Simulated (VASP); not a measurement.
Wanted: the native input for a VASP 6.6.1 run.

* Task: single point
* Functional: LDA
* Potentials or basis: VASP PAW LDA potentials, release 64 (Ti_sv, Ag)
* Cutoff: 520 eV
* k mesh: 9 × 9 × 9
* Occupations: fermi-dirac, width 0.08 eV
* Spin: no spin polarisation
* Dipole correction: no
* Further INCAR settings: ALGO = Normal; EDIFF = 1e-07; NBANDS = 32

The structure of Ti3Ag lies in POSCAR:

```
Ti3Ag
1.0
    4.2288700000      0.0000000000      0.0000000000
    0.0000000000      4.2288700000      0.0000000000
    0.0000000000      0.0000000000      3.9500000000
Ti Ag
3 1
Direct
    0.0000000000      0.5000000000      0.5000000000
    0.5000000000      0.0000000000      0.5000000000
    0.5000000000      0.5000000000      0.0000000000
    0.0000000000      0.0000000000      0.0000000000
```

This cell differs from its parent crystal: equal xx and yy strain of +1 %.

One way to write it, as run:

INCAR

```
SYSTEM = Ti3Ag
PREC = Accurate
ENCUT = 520
EDIFF = 1E-7
ISMEAR = -1
SIGMA = 0.08
LREAL = .FALSE.
LASPH = .TRUE.
NELM = 60
ALGO = Normal
ISIF = 2
LWAVE = .FALSE.
LCHARG = .FALSE.
GGA = CA
NBANDS = 32
```

KPOINTS

```
regular mesh
0
G
  9 9 9
  0 0 0
```

Potentials or basis: VASP PAW LDA potentials, release 64 (Ti_sv, Ag).

Launch:

```sh
$ cat potpaw_LDA.64/Ti_sv/POTCAR potpaw_LDA.64/Ag/POTCAR > POTCAR
$ mpirun -np 1 vasp_std > vasp.out
```

Results of the run:

```yaml
Pressure: -11.5 GPa
Band_gap_on_the_k_mesh: zero (an odd number of electrons rules out a gap without spin polarisation)
```

Caveat: the cell differs from its parent crystal (equal xx and yy strain of +1 %); the cell stands under tension.

Wall time 2.1 min on 1 thread of Intel(R) Xeon(R) Platinum 8488C (Sapphire Rapids), on a shared host, peak memory 0.25 GiB.
